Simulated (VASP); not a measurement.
A run of VASP 6.6.1 is set up as follows.

The input POSCAR:

```
CoO
1.0
    2.8917294420      0.0000000000      0.0000000000
   -1.4458647210      2.5043111576      0.0000000000
    0.0000000000      0.0000000000      5.1596397638
Co O
2 2
Direct
    0.0000000000      0.0000000000      0.0000000000
    0.0000000000      0.0000000000      0.5000000000
    0.3333333333      0.6666666667      0.2500000000
    0.6666666667      0.3333333333      0.7500000000
```

File INCAR.step1:

```
SYSTEM = CoO
PREC = Accurate
ENCUT = 520
ISMEAR = 0
SIGMA = 0.1
LREAL = .FALSE.
LASPH = .TRUE.
NELM = 100
NBANDS = 23
GGA = PE
ALGO = Normal
EDIFF = 1E-4
LWAVE = .TRUE.
LCHARG = .FALSE.
```

Contents of INCAR.step2:

```
SYSTEM = CoO
PREC = Accurate
ENCUT = 520
EDIFF = 1E-6
ISMEAR = 0
SIGMA = 0.1
LREAL = .FALSE.
LASPH = .TRUE.
NELM = 100
ALGO = Normal
ISIF = 2
LWAVE = .FALSE.
LCHARG = .FALSE.
METAGGA = R2SCAN
LMIXTAU = .TRUE.
NBANDS = 23
ISTART = 1
```

Contents of KPOINTS:

```
Automatic mesh
0
G
  18 18 8
  0 0 0
```

Potentials or basis: VASP PAW PBE potentials, release 64 (Co, O).

Command:

```sh
$ cat potpaw_PBE.64/Co/POTCAR potpaw_PBE.64/O/POTCAR > POTCAR
$ cp INCAR.step1 INCAR
$ mpirun -np 1 vasp_std > vasp.out
$ cp INCAR.step2 INCAR
$ mpirun -np 1 vasp_std > vasp.out
```

(1) Predict the band gap on the k mesh.

(2) What does it give for the pressure?

## Answers

(1) zero (bands 15 and 16 overlap by 1.00 eV).

(2) -20.8 GPa.

Caveat: the cell stands under tension; the PAW data sets were made with another functional, which shifts forces and pressure a little; the run has no spin polarisation, though such a crystal can be magnetic; semilocal functionals often make such compounds metallic where correlation or magnetic order opens a gap, which also shifts bond lengths.
